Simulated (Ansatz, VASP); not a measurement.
AgBr2 in VASP and in Ansatz

```
Ag Br
1.0
     4.01757    0.00000    0.00000
     0.00000    4.01757    0.00000
     0.00000    0.00000    6.21764
Ag Br
1 2
Direct
  0.00000 0.00000 0.00000
  0.50000 0.00000 0.26759
  0.00000 0.50000 0.73241
```

Alike in both runs: functional PBE; k mesh 12 × 12 × 8; occupations fermi-dirac, width 0.15 eV; no spin polarisation.

Ansatz relaxed the structure, and its values are those at the end. VASP's run is a single point on that final structure, the one shown.

|  | VASP | Ansatz |
| --- | --- | --- |
| version | VASP 6.6.1 | Ansatz 0.2.0 |
| potentials or method | VASP PAW PBE potentials, release 64 (Ag, Br), cutoff 520 eV | scalar-relativistic, plane waves, PAW |
| valence electrons in the cell | 25 | 33 |

|  | VASP | Ansatz | Ansatz less VASP |
| --- | --- | --- | --- |
| gap on the k mesh at the Fermi level (eV) | none | none | - |
| pressure (GPa) | 0.0 | 0.0 | 0.00 |

A gap of «none» marks a metal or a gap that the smearing closes. The functional is the same, so the differences come from potentials, cutoffs and numerics. VASP's potentials hold 25 valence electrons a cell and Ansatz's 33, so a difference there can come from the potentials and not from the codes.
